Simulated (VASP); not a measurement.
Here is a VASP 6.6.1 calculation.

Contents of INCAR:

```
SYSTEM = Sn2PbS3
ALGO     = Normal         ! electronic algorithm
EDIFF    = 1E-7           ! SCF threshold, eV
ENCUT    = 520            ! plane-wave cutoff, eV
GGA      = PE             ! functional
ISIF     = 2              ! what is computed and relaxed
ISMEAR   = 0              ! smearing method
LASPH    = .True.         ! aspherical terms in the spheres
LCHARG   = .False.        ! write CHGCAR
LREAL    = .False.        ! projectors in reciprocal space
LWAVE    = .False.        ! write WAVECAR
NBANDS   = 72             ! bands
NELM     = 100            ! most SCF steps
PREC     = Accurate       ! precision mode
SIGMA    = 0.1            ! smearing width, eV
```

Contents of KPOINTS:

```
k-points
0
Gamma
  4 2 2
  0 0 0
```

File POSCAR:

```
Sn2PbS3
1.0
    0.0000000000      0.0000000000     -4.1745390000
    6.2201640000     -5.9939760000      0.0000000000
   -6.2201640000     -5.9939760000      0.0000000000
Sn Pb S
4 2 6
Direct
    0.2500000000      0.0362220000      0.7051780000
    0.2500000000      0.7051780000      0.0362220000
    0.7500000000      0.2948220000      0.9637780000
    0.7500000000      0.9637780000      0.2948220000
    0.2500000000      0.3683110000      0.3683110000
    0.7500000000      0.6316890000      0.6316890000
    0.2500000000      0.1446120000      0.1446120000
    0.2500000000      0.8234820000      0.4829310000
    0.2500000000      0.4829310000      0.8234820000
    0.7500000000      0.8553880000      0.8553880000
    0.7500000000      0.5170690000      0.1765180000
    0.7500000000      0.1765180000      0.5170690000
```

Potentials or basis: VASP PAW PBE potentials, release 64 (Sn_d, Pb_d, S).

Command:

```console
$ cat potpaw_PBE.64/Sn_d/POTCAR potpaw_PBE.64/Pb_d/POTCAR potpaw_PBE.64/S/POTCAR > POTCAR
$ mpirun -np 1 vasp_std > vasp.out
```

Task: What does it give for the band gap on the k mesh?

Result: 0.76 eV (least direct gap 0.92 eV).

Task: What does it give for the largest force?

Result: 0.042 eV/Å.

Forces in eV/Å, atoms in the order of the input:
```
Sn   0.006  0.041  0.000
Sn  -0.006  0.041  0.000
Sn   0.006 -0.041  0.000
Sn  -0.006 -0.041  0.000
Pb   0.000  0.042  0.000
Pb   0.000 -0.042  0.000
S    0.000 -0.002  0.000
S    0.005  0.008  0.000
S   -0.005  0.008  0.000
S    0.000  0.002  0.000
S    0.005 -0.008  0.000
S   -0.005 -0.008  0.000
```

Caveat: spin-orbit coupling is left out, which moves the levels of the heavy elements. A k mesh can miss the band edges.
